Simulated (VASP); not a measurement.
Write the native input for VASP 6.6.1 that does the following.

```yaml
Task: relaxation of cell and atoms
Functional: PBE
Potentials_or_basis: VASP PAW PBE potentials, release 64 (Lu, Ca_sv)
Cutoff: 600 eV
k_mesh: 5 × 5 × 5
Occupations: fermi-dirac, width 0.05 eV
Spin: no spin polarisation
Target_pressure: 30 GPa
Dipole_correction: no
Further_INCAR_settings: ALGO = Normal; EDIFF = 1e-07; IBRION = 2; EDIFFG = -0.01; NSW = 60; ISIF = 3
```

The structure of Ca3Lu lies in POSCAR:

```
Ca3Lu
1.0
    5.3617750000      0.0000000000      0.0000000000
    0.0000000000      5.3617750000      0.0000000000
    0.0000000000      0.0000000000      5.3617750000
Lu Ca
1 3
Direct
    0.5000000000      0.5000000000      0.5000000000
    0.0000000000      0.0000000000      0.5000000000
    0.0000000000      0.5000000000      0.0000000000
    0.5000000000      0.0000000000      0.0000000000
```

One way to write it, as run:

INCAR

```
SYSTEM = Ca3Lu
PREC     = Accurate       ! precision mode
ENCUT    = 600            ! plane-wave cutoff, eV
EDIFF    = 1E-7           ! SCF threshold, eV
ISMEAR   = -1             ! smearing method
SIGMA    = 0.05           ! smearing width, eV
LREAL    = .FALSE.        ! projectors in reciprocal space
LASPH    = .TRUE.         ! aspherical terms in the spheres
NELM     = 80             ! most SCF steps
ALGO     = Normal         ! electronic algorithm
ISIF     = 3              ! what is computed and relaxed
LWAVE    = .FALSE.        ! write WAVECAR
LCHARG   = .FALSE.        ! write CHGCAR
GGA      = PE             ! functional
IBRION   = 2              ! ionic algorithm
NSW      = 60             ! ionic steps
EDIFFG   = -0.01          ! ionic threshold
PSTRESS  = 300.0
```

KPOINTS

```
Automatic mesh
0
G
  5 5 5
  0 0 0
```

Potentials or basis: VASP PAW PBE potentials, release 64 (Lu, Ca_sv).

Run with:

```sh
$ cat potpaw_PBE.64/Lu/POTCAR potpaw_PBE.64/Ca_sv/POTCAR > POTCAR
$ mpirun -np 1 vasp_std > vasp.out
```

It gave:

```yaml
Relaxed_volume: 21.28 Å³/atom
Relaxed_cell: a = 4.399 Å, b = 4.399 Å, c = 4.399 Å, α = 90.00°, β = 90.00°, γ = 90.00°
Space_group_after_relaxing_to_0.1_Å: Pm-3m (No. 221)
Energy_change_on_relaxing_the_run_minimises_the_enthalpy: +1091.9 meV/atom
Ionic_steps: 6
Pressure_after_relaxing: 30.0 GPa
Band_gap_on_the_k_mesh: zero (an odd number of electrons rules out a gap without spin polarisation)
```

Caveat: the cell is relaxed towards a set pressure, so the run minimises the enthalpy, not the energy; the volume moved by over 15 % at a fixed basis, so the end points are rough; spin-orbit coupling is left out, which moves the levels of the heavy elements.

Wall time 5.8 min on 1 thread of Intel(R) Xeon(R) 6975P-C (Granite Rapids) (shared host), peak memory 0.4 GiB.
